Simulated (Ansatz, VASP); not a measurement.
# NaH in VASP and in Ansatz

File INCAR:

```
SYSTEM = NaH
PREC = Accurate
ENCUT = 500
EDIFF = 1E-6
ISMEAR = 0
SIGMA = 0.05
LREAL = .False.
LASPH = .True.
NELM = 120
ALGO = Normal
ISIF = 2
LWAVE = .False.
LCHARG = .False.
GGA = CA
NBANDS = 11
GGA_COMPAT = .False.
```

The input KPOINTS:

```
regular mesh
0
Gamma
  12 12 12
  0 0 0
```

The input POSCAR:

```
NaH
1.0
    0.0000000000      2.4400000000      2.4400000000
    2.4400000000      0.0000000000      2.4400000000
    2.4400000000      2.4400000000      0.0000000000
Na H
1 1
Direct
    0.0000000000      0.0000000000      0.0000000000
    0.5000000000      0.5000000000      0.5000000000
```

Input for Ansatz:

```yaml
crystal:
  lattice:
    - [0.0, 2.44, 2.44]
    - [2.44, 0.0, 2.44]
    - [2.44, 2.44, 0.0]
  atoms:
    - { symbol: Na, position: [0.0, 0.0, 0.0] }
    - { symbol: H, position: [0.5, 0.5, 0.5] }
basis:
  ecutwfc: 420
  fft_grid_basis: typed
kpoints:
  mp_grid: { grid: [12, 12, 12] }
hamiltonian:
  xc: lda
scf:
  occupations: { method: gaussian, width: 0.05 }
output:
  forces: true
  stress: true
  eigenvalues: true
  bader: true
  write_density: true
  volumetric_format: npy
```

Alike in both runs: task single point; functional LDA; k mesh 12 × 12 × 12; occupations gaussian, width 0.05 eV; no spin polarisation.

```csv
,VASP,Ansatz
version,VASP 6.6.1,Ansatz 0.2.0
potentials or method,"VASP PAW LDA potentials, release 64 (Na_pv, H), cutoff 500 eV","scalar-relativistic, plane waves, PAW"
valence electrons in the cell,8,10
```

Ansatz gave:

```
gap on the k mesh at the Fermi level (eV) : 3.36
pressure (GPa)                            : -2.6
```

Question: What did VASP give for the same quantities?

Answer: gap on the k mesh at the Fermi level (eV): 3.36; pressure (GPa): -2.7.

LDA's correlation is that of Perdew and Zunger in VASP and of Perdew and Wang (1992) in Ansatz. VASP's potentials hold 8 valence electrons a cell and Ansatz's 10, so a difference there can come from the potentials and not from the codes.
